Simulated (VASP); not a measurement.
# Nb (I4/mmm) in VASP: notebook, part 2 of 2

VASP 6.6.1. Earlier steps stand in the parts before.

## Step 3: Single point, PBEsol (strain -0.0150 x Voigt [0, 0, 1, 0, 0, 0])

INCAR reads:

```
SYSTEM = Nb
ALGO     = Fast           ! electronic algorithm
EDIFF    = 1E-6           ! SCF threshold, eV
ENCUT    = 520            ! plane-wave cutoff, eV
GGA      = PS             ! functional
ISIF     = 2              ! what is computed and relaxed
ISMEAR   = 0              ! smearing method
LASPH    = .True.         ! aspherical terms in the spheres
LCHARG   = .True.         ! write CHGCAR
LELF     = .True.         ! ELF
LREAL    = .False.        ! projectors in reciprocal space
LVHAR    = .True.       
LWAVE    = .False.        ! write WAVECAR
NBANDS   = 12             ! bands
NELM     = 100            ! most SCF steps
PREC     = Accurate       ! precision mode
SIGMA    = 0.15           ! smearing width, eV
```

KPOINTS reads:

```
k-points
0
Gamma
  20 20 20
  0 0 0
```

POSCAR reads:

```
Nb
1.0
    0.0000000000      2.1150000000      2.0832750000
    2.1150000000      0.0000000000      2.0832750000
    2.1150000000      2.1150000000      0.0000000000
Nb
1
Direct
    0.0000000000      0.0000000000      0.0000000000
```

Potentials or basis: VASP PAW PBE potentials, release 64 (Nb_sv).

Launch:

```console
cat potpaw_PBE.64/Nb_sv/POTCAR > POTCAR
mpirun -np 1 vasp_std > vasp.out
```

OUTCAR:

```text
SYSTEM = Nb
   EDIFF = 1E-6
   ENCUT = 520
   GGA = PS
   ISIF = 2
   ISMEAR = 0
   LASPH = .True.
   LREAL = .False.
   NELM = 100
   PREC = Accurate

 ion  position               nearest neighbor table
   1  0.000  0.000  0.000-

  LATTYP: Found a body centered tetragonal cell.
 ALAT       =     2.9910616844
 C/A-ratio  =     1.3930003589

  Lattice vectors:

 A1 = (   0.0000000000,  -2.1150000000,  -2.0832750000)
 A2 = (   0.0000000000,   2.1150000000,  -2.0832750000)
 A3 = (   2.1150000000,   0.0000000000,   2.0832750000)

Analysis of symmetry for initial positions (statically):
=====================================================================
 Subroutine PRICEL returns:
 Original cell was already a primitive cell.

 Routine SETGRP: Setting up the symmetry group for a
 body centered tetragonal supercell.

 Subroutine GETGRP returns: Found 16 space group operations
 (whereof 16 operations were pure point group operations)
 out of a pool of 16 trial point group operations.

The static configuration has the point symmetry D_4h.

Analysis of symmetry for dynamics (positions and initial velocities):
=====================================================================
 Subroutine PRICEL returns:
 Original cell was already a primitive cell.

 Routine SETGRP: Setting up the symmetry group for a
 body centered tetragonal supercell.

 Subroutine GETGRP returns: Found 16 space group operations
 (whereof 16 operations were pure point group operations)
 out of a pool of 16 trial point group operations.

The dynamic configuration has the point symmetry D_4h.

 Subroutine INISYM returns: Found 16 space group operations
 (whereof 16 operations are pure point group operations),
 and found     1 'primitive' translations

----------------------------------------------------------------------------------------

                                     Primitive cell
[... 111 lines left out ...]
  Fermi-wavevector in a.u.,A,eV,Ry     =   1.451856  2.743610 28.679522  2.107885
  Thomas-Fermi vector in A             =   2.569305
   LORBIT       =      0    0 simple, 1 ext, 2 COOP (PROOUT), +10 PAW based schemes
   GGA     = PS    functional components
   LHFCALC =     F    Hartree Fock is set to
   AEXX    =    0.0000 exact exchange contribution
   IVDW    =     0    specifies the selected vdW correction
   LEPSILON=     F    determine dielectric tensor
   LRPA    =     F    only Hartree local field effects (RPA)
 non-spin polarized calculation
 RMM-DIIS sequential band-by-band and
 Gauss-broadening in eV      SIGMA  =   0.15
  energy-cutoff  :      520.00
  volume of cell :       18.64
 maximum number of plane-waves:       531
 NGX is ok and might be reduce to    24
   NGX = 11   NGY = 11   NGZ = 11

 number of electron      13.0000001 magnetization

 Free energy of the ion-electron system (eV)
  ---------------------------------------------------
  ext. energy  EPLUGINS =         0.00000000
  ---------------------------------------------------
  free energy    TOTEN  =       -10.60863468 eV

  energy without entropy =      -10.59183832  energy(sigma->0) =      -10.60023650

 E-fermi :  10.9325     XC(G=0): -12.4554

 val. band max:       10.9322518257   @ k =   0.5000  -0.0000   0.0000
 cond. band min:      10.9329034032   @ k =  -0.3000   0.1000   0.0000
 fundamental gap:      0.0006515775
 Fermi energy:        10.9324675660

 k-point     1 :       0.0000    0.0000    0.0000
  band No.  band energies     occupation
      1     -43.7559      2.00000
      2     -19.1492      2.00000
      3     -19.1492      2.00000
      4     -19.1491      2.00000
      5       4.6606      2.00000
      6      10.9722      0.70801
      7      10.9722      0.70801
      8      11.1480      0.04211
      9      13.5285      0.00000
     10      13.7613      0.00000
     11      22.7729      0.00000
     12      27.3896      0.00000
[... 331 lines left out ...]
 k-point    24 :      -0.3500    0.0500    0.0000
  band No.  band energies     occupation
      1     -43.5866      2.00000
      2     -20.1740      2.00000
      3     -19.3066      2.00000
      4     -19.2850      2.00000
      5       7.1366      2.00000
      6      10.9454      0.90311
      7      11.0097      0.46680
      8      11.1425      0.04764
      9      14.5465      0.00000
     10      15.2410      0.00000
     11      22.0699      0.00000
     12      24.5662      0.00000

 [... further k-points ...]
[... 5 lines left out ...]
  --------------------------------------------------------------------------------------
  -------------------------------------------------------------------------------------
  Total       -0.4230357     -0.4230357     -0.9234578      0.0000000     -0.0000000      0.0000000
  in kB      -36.3655568    -36.3655568    -79.3835078      0.0000000     -0.0000000      0.0000000
  external PRESSURE =     -50.7048738 kB  Pullay stress =       0.0000000 kB

 VOLUME and BASIS-vectors are now :
 -----------------------------------------------------------------------------
  energy-cutoff  :      520.00
  volume of cell :       18.64
      direct lattice vectors                 reciprocal lattice vectors
     0.000000000  2.115000000  2.083275000    -0.236406619  0.236406619  0.240006720
     2.115000000  0.000000000  2.083275000     0.236406619 -0.236406619  0.240006720
     2.115000000  2.115000000  0.000000000     0.236406619  0.236406619 -0.240006720

 POSITION                                       TOTAL-FORCE (eV/Angst)
 -----------------------------------------------------------------------------------
      0.00000      0.00000      0.00000         0.000000     -0.000000      0.000000
 -----------------------------------------------------------------------------------
    total drift:                               -0.000000      0.000000      0.000000

  FREE ENERGIE OF THE ION-ELECTRON SYSTEM (eV)
  ---------------------------------------------------
  free  energy   TOTEN  =       -10.6086346804 eV

  energy  without entropy=      -10.5918383185  energy(sigma->0) =      -10.60023650
```

Wall time 1.9 min (1 thread of Intel Xeon Platinum 8488C (Sapphire Rapids), shared host); peak memory 0.25 GiB.

Results:

```
Free energy : -10.6086 eV
Pressure    : -5.1 GPa
```

Levels at points of the mesh, in eV from the Fermi level:
```tsv
k point	band 3	band 4	band 5	band 6	band 7	band 8	band 9	band 10
(0.00, 0.00, 0.00)	-30.08	-30.08	-6.27	0.04	0.04	0.22	2.60	2.83
(0.50, 0.00, 0.00)	-30.25	-30.23	-3.88	-0.19	0.00	1.39	4.66	4.77
(0.50, 0.50, 0.00)	-30.54	-30.54	-4.11	-3.38	3.79	4.68	5.30	5.30
(0.50, 0.00, 0.50)	-30.53	-30.49	-4.11	-3.34	3.52	4.69	5.21	5.38
```

Caveat: the cell differs from its parent crystal (strain -0.0150 x Voigt [0, 0, 1, 0, 0, 0]); the PAW data sets were made with another functional, which shifts forces and pressure a little.

## Step 4: Single point, PBEsol (strain -0.0100 x Voigt [0, 0, 1, 0, 0, 0])

INCAR reads:

```
ALGO = Fast
EDIFF = 1E-6
ENCUT = 520
GGA = PS
ISIF = 2
ISMEAR = 0
LASPH = True
LCHARG = True
LELF = True
LREAL = False
LVHAR = True
LWAVE = False
NBANDS = 12
NELM = 80
PREC = Accurate
SIGMA = 0.15
```

KPOINTS reads:

```
k-points
0
Gamma
  20 20 20
```

POSCAR reads:

```
Nb
1.0
    0.0000000000      2.1150000000      2.0938500000
    2.1150000000      0.0000000000      2.0938500000
    2.1150000000      2.1150000000      0.0000000000
Nb
1
Direct
    0.0000000000      0.0000000000      0.0000000000
```

Launch:

```console
cat potpaw_PBE.64/Nb_sv/POTCAR > POTCAR
mpirun -np 1 vasp_std > vasp.out
```

Run time: 2 min. Hardware: 1 thread of Intel Xeon Platinum 8488C (Sapphire Rapids), shared host; peak memory 0.25 GiB.

The run converged. Its results:

| Property | Result |
| --- | --- |
| Free energy | -10.6042 eV |
| Pressure | -5.7 GPa |

Stress tensor (GPa, compression positive):
```
-4.78  0.00  0.00
 0.00 -4.78  0.00
 0.00  0.00 -7.61
```

Levels at points of the mesh, in eV from the Fermi level:
```csv
k point,band 3,band 4,band 5,band 6,band 7,band 8,band 9,band 10
"(0.00, 0.00, 0.00)",-30.10,-30.10,-6.26,0.06,0.06,0.18,2.62,2.77
"(0.50, 0.00, 0.00)",-30.26,-30.25,-3.86,-0.16,-0.03,1.37,4.65,4.72
"(0.50, 0.50, 0.00)",-30.54,-30.54,-4.09,-3.35,3.70,4.65,5.26,5.26
"(0.50, 0.00, 0.50)",-30.53,-30.51,-4.08,-3.32,3.52,4.66,5.20,5.32
```

Caveat: the cell differs from its parent crystal (strain -0.0100 x Voigt [0, 0, 1, 0, 0, 0]); the PAW data sets were made with another functional, which shifts forces and pressure a little.

## Step 5: Overview

| cell | gap on the mesh (eV) | pressure (GPa) |
| --- | --- | --- |
| a = 2.961, b = 2.961, c = 2.991 Å, angles 59.7, 59.7, 60.7°, 1 atom | none | -4.1 |
| a = 2.969, b = 2.969, c = 2.991 Å, angles 59.8, 59.8, 60.5°, 1 atom | none | -5.1 |
| a = 2.976, b = 2.976, c = 2.991 Å, angles 59.8, 59.8, 60.3°, 1 atom | none | -5.7 |

Alike in all rows: task single point; level PBEsol; potentials or basis VASP PAW PBE potentials, release 64 (Nb_sv); no spin polarisation; k mesh 20 × 20 × 20; cutoff (eV) 520; smearing gaussian 0.15 eV.

Caveats: the PAW data sets were made with another functional, which shifts forces and pressure a little.

Absolute energies hang on the potentials; compare differences alone.
